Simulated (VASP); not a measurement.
Here is a VASP 6.6.1 calculation.

The input INCAR:

```
ALGO = Normal
EDIFF = 1E-6
ENCUT = 520
GGA = PS
ISIF = 2
ISMEAR = 1
LASPH = T
LCHARG = T
LELF = T
LREAL = F
LVHAR = T
LWAVE = F
NBANDS = 12
NELM = 60
PREC = Accurate
SIGMA = 0.3
```

File KPOINTS:

```
k-points
0
Gamma
  10 10 10
```

POSCAR

```
Ta
1.0
   -1.6730098603      1.6730098603      1.6730098603
    1.6730098603     -1.6730098603      1.6730098603
    1.6730098603      1.6730098603     -1.6730098603
Ta
1
Direct
    0.0000000000      0.0000000000      0.0000000000
```

Potentials or basis: VASP PAW PBE potentials, release 64 (Ta_pv).

The run is started by

```console
$ cat potpaw_PBE.64/Ta_pv/POTCAR > POTCAR
$ mpirun -np 1 vasp_std > vasp.out
```

Question: Estimate the pressure.

Answer: -9.9 GPa.

Caveat: the PAW data sets were made with another functional, which shifts forces and pressure a little.
